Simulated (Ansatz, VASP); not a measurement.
LiH: VASP beside Ansatz

```
CELL_PARAMETERS angstrom
2.50699 0.00000 0.00000
0.00000 2.50699 0.00000
0.00000 0.00000 2.50699
ATOMIC_POSITIONS crystal
Li 0.50000 0.50000 0.50000
H 0.00000 0.00000 0.00000
```

Change from the starting cell: species swapped into the NbIr type (P4/mmm, No. 123).

Alike in both runs: functional PBE; k mesh 12 × 12 × 12; occupations gaussian, width 0.02 eV; no spin polarisation.

Ansatz relaxed the structure, and its values are those at the end. VASP's run is a single point on that final structure, the one shown.

```csv
,VASP,Ansatz
version,VASP 6.6.1,Ansatz 0.2.0
potentials or method,"VASP PAW PBE potentials, release 64 (Li_sv, H), cutoff 520 eV","scalar-relativistic, plane waves, PAW"
valence electrons in the cell,4,4
```

|  | VASP | Ansatz | Ansatz less VASP |
| --- | --- | --- | --- |
| gap on the k mesh at the Fermi level (eV) | 0.73 | 0.71 | -0.025 |
| least direct gap on the mesh (eV) | 4.21 | 4.21 | +0.004 |

Noted on VASP's run: the cutoff is short for stress, so the pressure is rough.
